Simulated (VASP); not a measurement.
# In: single point with r2SCAN

The system is In, a slab with vacuum.

```xyz
6
Lattice="3.4014 0.0000 0.0000 0.3525 3.3831 0.0000 0.0000 0.0000 26.3855" Properties=species:S:1:pos:R:3 pbc="T T T"
In    1.8770    1.6915    7.4271
In    0.0000    0.0000    9.7107
In    1.8770    1.6915   12.0191
In    0.0000    0.0000   14.3664
In    1.8770    1.6915   16.6748
In    0.0000    0.0000   18.9584
```

```json
{
  "Program": "VASP 6.6.1",
  "Task": "single point",
  "Functional": "r2SCAN",
  "Potentials or basis": "VASP PAW PBE potentials, release 64 (In_d)",
  "Cutoff": "520 eV",
  "k mesh": "10 × 10 × 1",
  "Occupations": "gaussian, width 0.1 eV",
  "Spin": "no spin polarisation"
}
```

```
Largest force          : 0.020 eV/Å
Band gap on the k mesh : zero (band 39 reaches 4.93 eV, above the bottom of band 40 at 0.64 eV)
```

Forces in eV/Å, atoms in the order of the input:
```
In   0.000  0.000 -0.013
In   0.000  0.000 -0.007
In   0.000  0.000 -0.020
In   0.000  0.000  0.020
In   0.000  0.000  0.007
In   0.000  0.000  0.013
```

Levels at points of the mesh, in eV from the Fermi level:
| k point | band 37 | band 38 | band 39 | band 40 | band 41 | band 42 |
| --- | --- | --- | --- | --- | --- | --- |
| (0.00, 0.00, 0.00) | -1.46 | 0.97 | 3.04 | 3.82 | 4.18 | 4.31 |
| (0.50, 0.00, 0.00) | -2.80 | -2.80 | -1.26 | -1.26 | 0.61 | 0.61 |
| (0.50, 0.50, 0.00) | -1.50 | -1.23 | -1.19 | -1.09 | -1.07 | 0.00 |

Run time: 35 min on 1 thread of Intel(R) Xeon(R) 6975P-C (Granite Rapids), with other jobs on the host, peak memory 0.59 GiB.

Caveat: the PAW data sets were made with another functional, which shifts forces and pressure a little; spin-orbit coupling is left out, which moves the levels of the heavy elements.
